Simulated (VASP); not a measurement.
Input of a VASP 6.6.1 run:

File INCAR:

```
PREC     = Accurate       # precision mode
ENCUT    = 520            # plane-wave cutoff, eV
EDIFF    = 1E-6           # SCF threshold, eV
ISMEAR   = -1             # smearing method
SIGMA    = 0.15           # smearing width, eV
LREAL    = F              # projectors in reciprocal space
LASPH    = T              # aspherical terms in the spheres
NELM     = 80             # most SCF steps
ALGO     = Fast           # electronic algorithm
ISIF     = 2              # what is computed and relaxed
LWAVE    = F              # write WAVECAR
LCHARG   = T              # write CHGCAR
GGA      = PS             # functional
LELF     = T              # ELF
LVHAR    = T            
NBANDS   = 22             # bands
```

File KPOINTS:

```
regular mesh
0
Gamma
  18 18 10
```

POSCAR

```
Rh
1.0
    2.7100015677      0.0000000000      0.0000000000
   -1.3550007839      2.3469302019      0.0000000000
    0.0000000000      0.0000000000      4.3630902806
Rh
2
Direct
    0.6666666667      0.3333333333      0.7500000000
    0.3333333333      0.6666666667      0.2500000000
```

Potentials or basis: VASP PAW PBE potentials, release 64 (Rh_pv).

Run with:

```sh
$ cat potpaw_PBE.64/Rh_pv/POTCAR > POTCAR
$ mpirun -np 1 vasp_std > vasp.out
```

(1) Predict the pressure.

(2) Predict the band gap on the k mesh.

Results:

(1) -5.4 GPa.

(2) zero (band 15 reaches 12.33 eV, above the bottom of band 16 at 9.92 eV).

Caveat: the PAW data sets were made with another functional, which shifts forces and pressure a little.
